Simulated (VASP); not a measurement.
# Sc (Fm-3m) in VASP: further runs

The runs below take Sc through relaxation of cell and atoms, single point, with BLYP, PBE.

All numbers are computed with VASP 6.6.1; they aren't measurements. Logs are shortened: lines on timing, memory, paths and dates and some standing lists are left out, and cuts for length are marked.

## (1) The cell of the first run

It takes space group Fm-3m (No. 225, cubic). The conventional cell has a = 4.520 Å, b = 4.520 Å, c = 4.520 Å, α = 90.00°, β = 90.00°, γ = 90.00°. Sc (site symmetry m-3m) has 12 Sc at 3.20 Å within 4.2 Å.

## (2) Relaxation of cell and atoms, BLYP

Contents of INCAR:

```
SYSTEM = Sc
PREC = Accurate ; ENCUT = 600
EDIFF = 1E-7 ; ISMEAR = -1
SIGMA = 0.05 ; LREAL = .FALSE.
LASPH = .TRUE. ; NELM = 80
ALGO = Normal ; ISIF = 3
LWAVE = .FALSE. ; LCHARG = .FALSE.
GGA = B5 ; ALDAX = 1.0
AGGAX = 1.0 ; AGGAC = 1.0
ALDAC = 0.0 ; IBRION = 2
NSW = 60 ; EDIFFG = -0.01
```

Contents of KPOINTS:

```
regular mesh
0
G
  10 10 10
  0 0 0
```

Contents of POSCAR:

```
Sc
1.0
    0.0000000000      2.2600000000      2.2600000000
    2.2600000000      0.0000000000      2.2600000000
    2.2600000000      2.2600000000      0.0000000000
Sc
1
Direct
    0.0000000000      0.0000000000      0.0000000000
```

Potentials or basis: VASP PAW PBE potentials, release 64 (Sc_sv).

Command:

```bash
$ cat potpaw_PBE.64/Sc_sv/POTCAR > POTCAR
$ mpirun -np 1 vasp_std > vasp.out
```

OUTCAR:

```text
SYSTEM = Sc
   PREC = Accurate
   ENCUT = 600
   EDIFF = 1E-7
   ISMEAR = -1
   LREAL = .FALSE.
   LASPH = .TRUE.
   NELM = 80
   ISIF = 3
   GGA = B5
   IBRION = 2
   NSW = 60
   EDIFFG = -0.01

 ion  position               nearest neighbor table
   1  0.000  0.000  0.000-

  LATTYP: Found a face centered cubic cell.
 ALAT       =     4.5200000000

  Lattice vectors:

 A1 = (   0.0000000000,   2.2600000000,   2.2600000000)
 A2 = (   2.2600000000,   0.0000000000,   2.2600000000)
 A3 = (   2.2600000000,   2.2600000000,   0.0000000000)

Analysis of symmetry for initial positions (statically):
=====================================================================
 Subroutine PRICEL returns:
 Original cell was already a primitive cell.

 Routine SETGRP: Setting up the symmetry group for a
 face centered cubic supercell.

 Subroutine GETGRP returns: Found 48 space group operations
 (whereof 48 operations were pure point group operations)
 out of a pool of 48 trial point group operations.

The static configuration has the point symmetry O_h .

Analysis of symmetry for dynamics (positions and initial velocities):
=====================================================================
 Subroutine PRICEL returns:
 Original cell was already a primitive cell.

 Routine SETGRP: Setting up the symmetry group for a
 face centered cubic supercell.

 Subroutine GETGRP returns: Found 48 space group operations
 (whereof 48 operations were pure point group operations)
 out of a pool of 48 trial point group operations.

The dynamic configuration has the point symmetry O_h .

 Subroutine INISYM returns: Found 48 space group operations
 (whereof 48 operations are pure point group operations),
 and found     1 'primitive' translations

----------------------------------------------------------------------------------------

                                     Primitive cell

  volume of cell :      23.0864

  direct lattice vectors                    reciprocal lattice vectors
     0.000000000  2.260000000  2.260000000    -0.221238938  0.221238938  0.221238938
     2.260000000  0.000000000  2.260000000     0.221238938 -0.221238938  0.221238938
     2.260000000  2.260000000  0.000000000     0.221238938  0.221238938 -0.221238938

  length of vectors
     3.196122651  3.196122651  3.196122651     0.383197081  0.383197081  0.383197081

  position of ions in fractional coordinates (direct lattice)
     0.000000000  0.000000000  0.000000000

  ion indices of the primitive-cell ions
   primitive index   ion index
                 1           1

----------------------------------------------------------------------------------------

 KPOINTS: regular mesh

Automatic generation of k-mesh.
 Grid dimensions read from file:
 generate k-points for:   10   10   10

 Generating k-lattice:

  Cartesian coordinates                     Fractional coordinates (reciprocal lattice)
    -0.022123894  0.022123894  0.022123894     0.100000000  0.000000000  0.000000000
     0.022123894 -0.022123894  0.022123894     0.000000000  0.100000000  0.000000000
     0.022123894  0.022123894 -0.022123894     0.000000000  0.000000000  0.100000000

  Length of vectors
     0.038319708  0.038319708  0.038319708

  Shift w.r.t. Gamma in fractional coordinates (k-lattice)
     0.000000000  0.000000000  0.000000000

 Subroutine IBZKPT returns following result:
 ===========================================

 Found     47 irreducible k-points:

 Following reciprocal coordinates:
            Coordinates               Weight
  0.000000  0.000000  0.000000      1.000000
  0.100000  0.000000  0.000000      8.000000
  0.200000  0.000000  0.000000      8.000000
  0.300000  0.000000  0.000000      8.000000
  0.400000  0.000000  0.000000      8.000000
  0.500000  0.000000  0.000000      4.000000
[... 16 lines left out ...]
  0.300000  0.300000  0.000000      6.000000
  0.400000  0.300000  0.000000     24.000000
 [... further k-points ...]
   k-points           NKPTS =     47   k-points in BZ     NKDIM =     47   number of bands    NBANDS=      9
   number of dos      NEDOS =    301   number of ions     NIONS =      1
   total plane-waves  NPLWV =  21952
   dimension x,y,z NGX =    28 NGY =   28 NGZ =   28
   dimension x,y,z NGXF=    56 NGYF=   56 NGZF=   56
   ions per type =               1
   NGX,Y,Z   is equivalent  to a cutoff of  14.56, 14.56, 14.56 a.u.
   NGXF,Y,Z  is equivalent  to a cutoff of  29.13, 29.13, 29.13 a.u.
 SYSTEM =  Sc
   PREC   = accura    normal or accurate (medium, high low for compatibility)
   ISTART =      0    job   : 0-new  1-cont  2-samecut
   ICHARG =      2    charge: 1-file 2-atom 10-const
   ISPIN  =      1    spin polarized calculation?
   LNONCOLLINEAR =      F non collinear calculations
   LSORBIT =      F    spin-orbit coupling
   LASPH  =      T    aspherical Exc in radial PAW
   ENCUT  =  600.0 eV  44.10 Ry    6.64 a.u.   6.38  6.38  6.38*2*pi/ulx,y,z
   NELM   =     80;   NELMIN=  2; NELMDL= -5     # of ELM steps
   EDIFF  = 0.1E-06   stopping-criterion for ELM
   LREAL  =      F    real-space projection
   EDIFFG = -.1E-01   stopping-criterion for IOM
   NSW    =     60    number of steps for IOM
   IBRION =      2    ionic relax: 0-MD 1-quasi-New 2-CG
   NFREE  =      1    steps in history (QN), initial steepest desc. (CG)
   ISIF   =      3    stress and relaxation
   ISYM   =      2    0-nonsym 1-usesym 2-fastsym
   POTIM  = 0.5000    time-step for ionic-motion
   TEBEG  =    0.0;   TEEND  =   0.0 temperature during run
   PSTRESS=    0.0 pullay stress
   NELECT =      11.0000    total number of electrons
   NUPDOWN=      -1.0000    fix difference up-down
   EMIN   =  10.00;   EMAX   =-10.00  energy-range for DOS
   EFERMI =   0.00;   METHOD = LEGACY
   ISMEAR =    -1;   SIGMA  =   0.05  broadening in eV -4-tet -1-fermi 0-gaus
   EFERMI_NEDOS =   21; number of points for ismear=-14 and -15
   IALGO  =     38    algorithm
   IMIX   =      4    mixing-type and parameters
     AMIX     =   0.40;   BMIX     =  1.00
     AMIX_MAG =   1.60;   BMIX_MAG =  1.00
  volume/ion in A,a.u.               =      23.09       155.79
  Fermi-wavevector in a.u.,A,eV,Ry     =   1.278657  2.416311 22.245021  1.634963
  Thomas-Fermi vector in A             =   2.411187
   LORBIT       =      0    0 simple, 1 ext, 2 COOP (PROOUT), +10 PAW based schemes
   GGA     = B5    functional components
   LHFCALC =     F    Hartree Fock is set to
   AEXX    =    0.0000 exact exchange contribution
   IVDW    =     0    specifies the selected vdW correction
   LEPSILON=     F    determine dielectric tensor
   LRPA    =     F    only Hartree local field effects (RPA)
 conjugate gradient relaxation of ions
 non-spin polarized calculation
  energy-cutoff  :      600.00
  volume of cell :       23.09
 maximum number of plane-waves:       785
 NGX is ok and might be reduce to    28
   NGX = 13   NGY = 13   NGZ = 13

--------------------------------------- Ionic step        1  -------------------------------------------

 number of electron      11.0000001 magnetization

 Free energy of the ion-electron system (eV)
  ---------------------------------------------------
  ext. energy  EPLUGINS =         0.00000000
  ---------------------------------------------------
  free energy    TOTEN  =        -5.26942098 eV

  energy without entropy =       -5.25298462  energy(sigma->0) =       -5.26120280

------------------------ aborting loop because EDIFF is reached ----------------------------------------

  FORCE on cell =-STRESS in cart. coord.  units (eV):
  Direction    XX          YY          ZZ          XY          YZ          ZX
  --------------------------------------------------------------------------------------
  -------------------------------------------------------------------------------------
  Total        0.6472886      0.6472886      0.6472886      0.0000000     -0.0000000     -0.0000000
  in kB       44.9213938     44.9213938     44.9213938      0.0000000     -0.0000000     -0.0000000
  external PRESSURE =      44.9213938 kB  Pullay stress =       0.0000000 kB
[... 55 lines left out ...]
  energy  without entropy=       -5.2764987072  energy(sigma->0) =       -5.28536950

--------------------------------------- Ionic step        3  -------------------------------------------

 number of electron      10.9999999 magnetization

 Free energy of the ion-electron system (eV)
  ---------------------------------------------------
  ext. energy  EPLUGINS =         0.00000000
  ---------------------------------------------------
  free energy    TOTEN  =        -5.29485140 eV

  energy without entropy =       -5.27731813  energy(sigma->0) =       -5.28608477

 E-fermi :   4.0942     XC(G=0):  -9.3343

 val. band max:        4.0704275266   @ k =  -0.4000   0.4000   0.2000
 cond. band min:       4.1197697440   @ k =   0.4000   0.3000   0.1000
 fundamental gap:      0.0493422174
 Fermi energy:         4.0941815852

 k-point     1 :       0.0000    0.0000    0.0000
  band No.  band energies     occupation
      1     -45.2198      2.00000
      2     -23.7902      2.00000
      3     -23.7902      2.00000
      4     -23.7902      2.00000
      5      -0.9497      2.00000
      6       5.5572      0.00000
      7       5.5572      0.00000
      8       5.5572      0.00000
      9       6.8822      0.00000
[... 265 lines left out ...]
 k-point    24 :       0.4000    0.3000    0.0000
  band No.  band energies     occupation
      1     -45.1591      2.00000
      2     -24.0776      2.00000
      3     -23.9058      2.00000
      4     -23.8939      2.00000
      5       2.2146      2.00000
      6       3.8418      1.98724
      7       5.2296      0.00000
      8       6.9275      0.00000
      9       7.4468      0.00000

 [... further k-points ...]
[... 5 lines left out ...]
  --------------------------------------------------------------------------------------
  -------------------------------------------------------------------------------------
  Total        0.0003075      0.0003075      0.0003075      0.0000000     -0.0000000      0.0000000
  in kB        0.0197141      0.0197141      0.0197141      0.0000000     -0.0000000      0.0000000
  external PRESSURE =       0.0197141 kB  Pullay stress =       0.0000000 kB
[... 16 lines left out ...]
  FREE ENERGIE OF THE ION-ELECTRON SYSTEM (eV)
  ---------------------------------------------------
  free  energy   TOTEN  =        -5.2948514035 eV

  energy  without entropy=       -5.2773181307  energy(sigma->0) =       -5.28608477

 reached required accuracy - stopping structural energy minimisation
```

Run time: 59 s. Hardware: 1 thread of Intel Xeon Platinum 8259CL at 2.50GHz (Skylake/Cascade Lake), shared host; peak memory 0.17 GiB.

Results:

- Free energy: -5.2949 eV
- Relaxed volume: 24.99 Å³/atom
- Relaxed cell: a = 3.282 Å, b = 3.282 Å, c = 3.282 Å, α = 60.00°, β = 60.00°, γ = 60.00°
- Space group after relaxing (to 0.05 Å): Fm-3m (No. 225)
- Energy gained by relaxing: 25.4 meV/atom
- Ionic steps: 3
- Pressure after relaxing: 0.0 GPa

The path:
```csv
step,energy change (eV),largest force (eV/Å),pressure (GPa),volume (Å³)
1,0.0000,0.0000,4.49,23.09
2,-0.0248,0.0000,-0.63,25.32
3,-0.0254,0.0000,0.00,24.99
```

Final structure:
```
CELL_PARAMETERS angstrom
0.00000 2.32059 2.32059
2.32059 0.00000 2.32059
2.32059 2.32059 0.00000
ATOMIC_POSITIONS crystal
Sc 0.00000 0.00000 0.00000
```

Caveat: the PAW data sets were made with another functional, which shifts forces and pressure a little. Zero-point motion and thermal expansion aren't in these numbers.

## (3) Single point, PBE (volume scaled by 1.06)

Contents of INCAR:

```
PREC = Accurate ; ENCUT = 520
EDIFF = 1E-6 ; ISMEAR = -1
SIGMA = 0.05 ; LREAL = False
LASPH = True ; NELM = 100
ALGO = Normal ; ISIF = 2
LWAVE = False ; LCHARG = False
GGA = PE ; NBANDS = 12
```

Contents of KPOINTS:

```
regular mesh
0
Gamma
  10 10 10
```

Contents of POSCAR:

```
Sc
1.0
    0.0000000000      2.3043249787      2.3043249787
    2.3043249787      0.0000000000      2.3043249787
    2.3043249787      2.3043249787      0.0000000000
Sc
1
Direct
    0.0000000000      0.0000000000      0.0000000000
```

Potentials or basis: VASP PAW PBE potentials, release 64 (Sc_sv).

Command:

```bash
$ cat potpaw_PBE.64/Sc_sv/POTCAR > POTCAR
$ mpirun -np 1 vasp_std > vasp.out
```

It took 13 s on 1 thread of Intel Xeon 8259CL, shared host; peak memory 0.14 GiB.

The run converged. Its results:

```yaml
Free_energy: -6.2074 eV
Pressure: 0.4 GPa
```

Levels at points of the mesh, in eV from the Fermi level:
```tsv
k point	band 3	band 4	band 5	band 6	band 7	band 8
(0.00, 0.00, 0.00)	-27.83	-27.83	-5.20	1.59	1.59	1.59
(0.50, 0.00, 0.00)	-27.88	-27.88	-1.77	0.24	1.48	1.48
(0.50, 0.50, 0.00)	-27.97	-27.97	-1.53	-0.63	1.94	3.88
```

Caveat: the cell differs from its parent crystal (volume scaled by 1.06).
